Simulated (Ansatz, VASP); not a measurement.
# CdF2 in VASP and in Ansatz

```
Cd F
1.0
     0.00000    2.69201    2.69201
     2.69201    0.00000    2.69201
     2.69201    2.69201    0.00000
Cd F
1 2
Direct
  0.00000 0.00000 0.00000
  0.25000 0.25000 0.25000
  0.75000 0.75000 0.75000
```

Alike in both runs: functional PBEsol; k mesh 8 × 8 × 8; occupations gaussian, width 0.02 eV; no spin polarisation.

Ansatz relaxed the structure, and its values are those at the end. VASP's run is a single point on that final structure, the one shown.

```csv
,VASP,Ansatz
version,VASP 6.6.1,Ansatz 0.2.0
potentials or method,"VASP PAW PBE potentials, release 64 (Cd, F), cutoff 600 eV","scalar-relativistic, plane waves, PAW"
valence electrons in the cell,26,34
```

Ansatz gave:

| Item | Value |
| --- | --- |
| gap on the k mesh at the Fermi level (eV) | 2.94 |
| least direct gap on the mesh (eV) | 3.43 |
| pressure (GPa) | 0.0 |

Problem. Which values does VASP return?

Solution. gap on the k mesh at the Fermi level (eV): 2.91; least direct gap on the mesh (eV): 3.40; pressure (GPa): 0.7.

VASP's potentials were made for PBE, not for PBEsol, and Ansatz warns of the same on its side. VASP's potentials hold 26 valence electrons a cell and Ansatz's 34, so a difference there can come from the potentials and not from the codes.
